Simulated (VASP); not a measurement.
# P (R-3m) in VASP: a series of runs

P is run at these levels: LDA; tasks: single point, relaxation of cell and atoms.

All numbers are computed with VASP 6.6.1; they aren't measurements. Logs are shortened: lines on timing, memory, paths and dates and some standing lists are left out, and cuts for length are marked.

### 1 The cell of the first run

The structure is trigonal, space group R-3m (No. 166). The conventional cell has a = 3.427 Å, b = 3.427 Å, c = 8.765 Å, α = 90.00°, β = 90.00°, γ = 120.00°. Within 3.0 Å of P (site symmetry 3m) lie 6 P at 2.30 to 2.64 Å.

### 2 Single point, LDA

INCAR

```
PREC = Accurate ; ENCUT = 520
EDIFF = 1E-6 ; ISMEAR = 0
SIGMA = 0.1 ; LREAL = F
LASPH = T ; NELM = 100
ALGO = Normal ; ISIF = 2
LWAVE = F ; LCHARG = F
GGA = CA ; NBANDS = 12
```

KPOINTS

```
regular mesh
0
Gamma
  15 15 15
```

POSCAR

```
P
1.0
    1.7135766398      0.9893339343      2.9216477694
   -1.7135766398      0.9893339343      2.9216477694
    0.0000000000     -1.9786678686      2.9216477694
P
2
Direct
    0.2335351994      0.2335351994      0.2335351994
    0.7664648006      0.7664648006      0.7664648006
```

Potentials or basis: VASP PAW LDA potentials, release 64 (P).

Started as:

```sh
> cat potpaw_LDA.64/P/POTCAR > POTCAR
> mpirun -np 1 vasp_std > vasp.out
```

OUTCAR:

```text
PREC = Accurate
   ENCUT = 520
   EDIFF = 1E-6
   ISMEAR = 0
   LREAL = F
   LASPH = T
   NELM = 100
   ISIF = 2
   GGA = CA

 ion  position               nearest neighbor table
   1  0.234  0.234  0.234-   2 2.30   2 2.30   2 2.30   2 2.64   2 2.64   2 2.64
   2  0.766  0.766  0.766-   1 2.30   1 2.30   1 2.30   1 2.64   1 2.64   1 2.64

  LATTYP: Found a trigonal (rhomboedric) cell.
 ALAT       =     3.5286190248
 COS(alpha) =     0.5283416590

  Lattice vectors:

 A1 = (   1.7135766398,   0.9893339343,   2.9216477694)
 A2 = (  -1.7135766398,   0.9893339343,   2.9216477694)
 A3 = (   0.0000000000,  -1.9786678686,   2.9216477694)

Analysis of symmetry for initial positions (statically):
=====================================================================
 Subroutine PRICEL returns:
 Original cell was already a primitive cell.

 Routine SETGRP: Setting up the symmetry group for a
 trigonal (rhombohedral) supercell.

 Subroutine GETGRP returns: Found 12 space group operations
 (whereof 12 operations were pure point group operations)
 out of a pool of 12 trial point group operations.

The static configuration has the point symmetry D_3d.

Analysis of symmetry for dynamics (positions and initial velocities):
=====================================================================
 Subroutine PRICEL returns:
 Original cell was already a primitive cell.

 Routine SETGRP: Setting up the symmetry group for a
 trigonal (rhombohedral) supercell.

 Subroutine GETGRP returns: Found 12 space group operations
 (whereof 12 operations were pure point group operations)
 out of a pool of 12 trial point group operations.

The dynamic configuration has the point symmetry D_3d.

 Subroutine INISYM returns: Found 12 space group operations
 (whereof 12 operations are pure point group operations),
 and found     1 'primitive' translations

----------------------------------------------------------------------------------------

                                     Primitive cell

  volume of cell :      29.7184

  direct lattice vectors                    reciprocal lattice vectors
     1.713576640  0.989333934  2.921647769     0.291787358  0.168463510  0.114090869
    -1.713576640  0.989333934  2.921647769    -0.291787358  0.168463510  0.114090869
     0.000000000 -1.978667869  2.921647769     0.000000000 -0.336927019  0.114090869

  length of vectors
     3.528619025  3.528619025  3.528619025     0.355719753  0.355719753  0.355719753

  position of ions in fractional coordinates (direct lattice)
     0.233535199  0.233535199  0.233535199
     0.766464801  0.766464801  0.766464801

  ion indices of the primitive-cell ions
   primitive index   ion index
                 1           1
                 2           2

----------------------------------------------------------------------------------------

 KPOINTS: regular mesh

Automatic generation of k-mesh.
 Grid dimensions read from file:
 generate k-points for:   15   15   15

 Generating k-lattice:

  Cartesian coordinates                     Fractional coordinates (reciprocal lattice)
     0.019452491  0.011230901  0.007606058     0.066666667 -0.000000000  0.000000000
    -0.019452491  0.011230901  0.007606058    -0.000000000  0.066666667  0.000000000
     0.000000000 -0.022461801  0.007606058     0.000000000  0.000000000  0.066666667

  Length of vectors
     0.023714650  0.023714650  0.023714650

  Shift w.r.t. Gamma in fractional coordinates (k-lattice)
     0.000000000  0.000000000  0.000000000

 Subroutine IBZKPT returns following result:
 ===========================================

 Found    344 irreducible k-points:

 Following reciprocal coordinates:
            Coordinates               Weight
  0.000000  0.000000  0.000000      1.000000
  0.066667 -0.000000  0.000000      6.000000
  0.133333  0.000000  0.000000      6.000000
  0.200000  0.000000  0.000000      6.000000
  0.266667  0.000000  0.000000      6.000000
  0.333333  0.000000  0.000000      6.000000
[... 16 lines left out ...]
  0.133333  0.133333  0.000000      6.000000
  0.200000  0.133333  0.000000     12.000000
 [... further k-points ...]
   k-points           NKPTS =    344   k-points in BZ     NKDIM =    344   number of bands    NBANDS=     12
   number of dos      NEDOS =    301   number of ions     NIONS =      2
   total plane-waves  NPLWV =  21952
   dimension x,y,z NGX =    28 NGY =   28 NGZ =   28
   dimension x,y,z NGXF=    56 NGYF=   56 NGZF=   56
   ions per type =               2
   NGX,Y,Z   is equivalent  to a cutoff of  13.19, 13.19, 13.19 a.u.
   NGXF,Y,Z  is equivalent  to a cutoff of  26.38, 26.38, 26.38 a.u.
 SYSTEM =  unknown system
   PREC   = accura    normal or accurate (medium, high low for compatibility)
   ISTART =      0    job   : 0-new  1-cont  2-samecut
   ICHARG =      2    charge: 1-file 2-atom 10-const
   ISPIN  =      1    spin polarized calculation?
   LNONCOLLINEAR =      F non collinear calculations
   LSORBIT =      F    spin-orbit coupling
   LASPH  =      T    aspherical Exc in radial PAW
   ENCUT  =  520.0 eV  38.22 Ry    6.18 a.u.   6.56  6.56  6.56*2*pi/ulx,y,z
   NELM   =    100;   NELMIN=  2; NELMDL= -5     # of ELM steps
   EDIFF  = 0.1E-05   stopping-criterion for ELM
   LREAL  =      F    real-space projection
   EDIFFG = 0.1E-04   stopping-criterion for IOM
   NSW    =      0    number of steps for IOM
   IBRION =     -1    ionic relax: 0-MD 1-quasi-New 2-CG
   NFREE  =      0    steps in history (QN), initial steepest desc. (CG)
   ISIF   =      2    stress and relaxation
   ISYM   =      2    0-nonsym 1-usesym 2-fastsym
   POTIM  = 0.5000    time-step for ionic-motion
   TEBEG  =    0.0;   TEEND  =   0.0 temperature during run
   PSTRESS=    0.0 pullay stress
   NELECT =      10.0000    total number of electrons
   NUPDOWN=      -1.0000    fix difference up-down
   EMIN   =  10.00;   EMAX   =-10.00  energy-range for DOS
   EFERMI =   0.00;   METHOD = LEGACY
   ISMEAR =     0;   SIGMA  =   0.10  broadening in eV -4-tet -1-fermi 0-gaus
   EFERMI_NEDOS =   21; number of points for ismear=-14 and -15
   IALGO  =     38    algorithm
   IMIX   =      4    mixing-type and parameters
     AMIX     =   0.40;   BMIX     =  1.00
     AMIX_MAG =   1.60;   BMIX_MAG =  1.00
  volume/ion in A,a.u.               =      14.86       100.27
  Fermi-wavevector in a.u.,A,eV,Ry     =   1.138675  2.151783 17.641041  1.296580
  Thomas-Fermi vector in A             =   2.275379
   LORBIT       =      0    0 simple, 1 ext, 2 COOP (PROOUT), +10 PAW based schemes
   GGA     = CA    functional components
   LHFCALC =     F    Hartree Fock is set to
   AEXX    =    0.0000 exact exchange contribution
   IVDW    =     0    specifies the selected vdW correction
   LEPSILON=     F    determine dielectric tensor
   LRPA    =     F    only Hartree local field effects (RPA)
 non-spin polarized calculation
 Gauss-broadening in eV      SIGMA  =   0.10
  energy-cutoff  :      520.00
  volume of cell :       29.72
 maximum number of plane-waves:       818
   NGX = 13   NGY = 13   NGZ = 13

 number of electron      10.0000000 magnetization

 Free energy of the ion-electron system (eV)
  ---------------------------------------------------
  ext. energy  EPLUGINS =         0.00000000
  ---------------------------------------------------
  free energy    TOTEN  =       -12.14072911 eV

  energy without entropy =      -12.13877803  energy(sigma->0) =      -12.13975357

 E-fermi :   9.7896     XC(G=0): -11.2773

 val. band max:        9.7682428264   @ k =   0.4667   0.0667   0.0667
 cond. band min:       9.7903476128   @ k =   0.4667   0.3333   0.3333
 fundamental gap:      0.0221047864
 Fermi energy:         9.7895987774

 k-point     1 :       0.0000    0.0000    0.0000
  band No.  band energies     occupation
      1      -7.0729      2.00000
      2       7.0348      2.00000
      3       7.0687      2.00000
      4       7.0687      2.00000
      5       7.3932      2.00000
      6      12.0255      0.00000
      7      13.0951      0.00000
      8      13.0951      0.00000
      9      15.2505      0.00000
     10      15.2505      0.00000
     11      16.3048      0.00000
     12      16.6174      0.00000

 k-point     2 :       0.0667   -0.0000    0.0000
  band No.  band energies     occupation
      1      -6.9973      2.00000
      2       5.9518      2.00000
      3       7.0108      2.00000
      4       7.0298      2.00000
      5       8.2293      2.00000
      6      12.1426      0.00000
      7      13.0195      0.00000
      8      13.0870      0.00000
      9      14.8079      0.00000
     10      14.8389      0.00000
     11      15.5843      0.00000
     12      17.4560      0.00000

 k-point     3 :       0.1333    0.0000    0.0000
  band No.  band energies     occupation
      1      -6.7709      2.00000
      2       4.5401      2.00000
      3       6.9303      2.00000
      4       6.9438      2.00000
      5       8.8612      2.00000
      6      12.1717      0.00000
      7      12.5285      0.00000
      8      12.9998      0.00000
      9      14.3369      0.00000
     10      14.7829      0.00000
     11      15.3936      0.00000
     12      18.9138      0.00000
[... 286 lines left out ...]
 k-point    23 :       0.1333    0.1333    0.0000
  band No.  band energies     occupation
      1      -6.6822      2.00000
      2       4.7684      2.00000
      3       6.1413      2.00000
      4       6.3369      2.00000
      5       9.5929      1.99458
      6      11.2101      0.00000
      7      12.1233      0.00000
      8      13.9295      0.00000
      9      14.6693      0.00000
     10      15.9112      0.00000
     11      16.1284      0.00000
     12      17.2623      0.00000

 k-point    24 :       0.2000    0.1333    0.0000
  band No.  band energies     occupation
      1      -6.4133      2.00000
      2       3.8799      2.00000
      3       5.8159      2.00000
      4       6.2141      2.00000
      5       9.1120      2.00000
      6      11.3862      0.00000
      7      12.1861      0.00000
      8      14.0148      0.00000
      9      14.5166      0.00000
     10      16.0149      0.00000
     11      16.8852      0.00000
     12      18.1874      0.00000

 [... further k-points ...]
[... 5 lines left out ...]
  --------------------------------------------------------------------------------------
  -------------------------------------------------------------------------------------
  Total       -0.0415373     -0.0415373     -0.0232965      0.0000000      0.0000000     -0.0000000
  in kB       -2.2393571     -2.2393571     -1.2559608      0.0000000      0.0000000     -0.0000000
  external PRESSURE =      -1.9115583 kB  Pullay stress =       0.0000000 kB

 VOLUME and BASIS-vectors are now :
 -----------------------------------------------------------------------------
  energy-cutoff  :      520.00
  volume of cell :       29.72
      direct lattice vectors                 reciprocal lattice vectors
     1.713576640  0.989333934  2.921647769     0.291787358  0.168463510  0.114090869
    -1.713576640  0.989333934  2.921647769    -0.291787358  0.168463510  0.114090869
     0.000000000 -1.978667869  2.921647769     0.000000000 -0.336927019  0.114090869

 POSITION                                       TOTAL-FORCE (eV/Angst)
 -----------------------------------------------------------------------------------
      0.00000      0.00000      2.04692         0.000000     -0.000000     -0.037636
      0.00000      0.00000      6.71802         0.000000      0.000000      0.037636
 -----------------------------------------------------------------------------------
    total drift:                               -0.000000      0.000000     -0.000000

  FREE ENERGIE OF THE ION-ELECTRON SYSTEM (eV)
  ---------------------------------------------------
  free  energy   TOTEN  =       -12.1407291144 eV

  energy  without entropy=      -12.1387780283  energy(sigma->0) =      -12.13975357
```

Run time: 39 s. Hardware: 1 thread of Intel Xeon 6975P-C (Granite Rapids), shared host; peak memory 0.2 GiB.

Results:

| Property | Result |
| --- | --- |
| Free energy | -12.1407 eV |
| Pressure | -0.2 GPa |
| Largest force | 0.038 eV/Å |
| Band gap on the k mesh | zero (band 5 reaches 10.56 eV, above the bottom of band 6 at 9.18 eV) |

Forces on the atoms (eV/Å):
```
P    0.000  0.000 -0.038
P    0.000  0.000  0.038
```

Stress tensor (GPa, compression positive):
```
-0.22  0.00  0.00
 0.00 -0.22  0.00
 0.00  0.00 -0.13
```

Levels at points of the mesh, in eV from the Fermi level:
```tsv
k point	band 1	band 2	band 3	band 4	band 5	band 6	band 7	band 8	band 9	band 10
(0.00, 0.00, 0.00)	-16.86	-2.75	-2.72	-2.72	-2.40	2.24	3.31	3.31	5.46	5.46
```

(Part 1 of 2 ends here.)
